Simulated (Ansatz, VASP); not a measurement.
## One calculation of SrTiO, two programs

```
Sr Ti O
1.0
     0.00000   -3.37894    0.00000
    -6.75788    0.00000    0.00000
     0.00000    0.00000   -7.88223
Sr Ti O
2 2 2
Cartesian
  -5.0684 -1.6895 0.0000
  -1.6895 -1.6895 0.0000
  -5.0684 -1.6895 -3.9411
  -1.6895 -1.6895 -3.9411
  -3.3789 -3.3789 0.0000
  0.0000 -3.3789 0.0000
```

Alike in both runs: task single point; functional PBE; k mesh 6 × 4 × 4; occupations gaussian, width 0.2 eV; collinear spin.

|  | VASP | Ansatz |
| --- | --- | --- |
| version | VASP 6.6.1 | Ansatz 0.2.0 |
| potentials or method | VASP PAW PBE potentials, release 64 (Sr_sv, Ti_sv, O), cutoff 520 eV | scalar-relativistic, plane waves, PAW |
| valence electrons in the cell | 56 | 56 |

Ansatz gave:

```
gap on the k mesh at the Fermi level (eV)                     : none
pressure (GPa)                                                : -0.1
traceless stress, the component that is largest in VASP (GPa) : 0.21
net moment per atom (μB)                                      : 0.93
size of the moment on the site where the two differ most (μB) : 2.17
```

Problem. Which values does VASP return?

Solution. gap on the k mesh at the Fermi level (eV): none; pressure (GPa): 0.3; traceless stress, the component that is largest in VASP (GPa): -0.14; net moment per atom (μB): 0.93; size of the moment on the site where the two differ most (μB): 1.87.

Site moments also hang on the region over which each program counts them. A gap of «none» marks a metal or a gap that the smearing closes. The functional is the same, so the differences come from potentials, cutoffs and numerics.
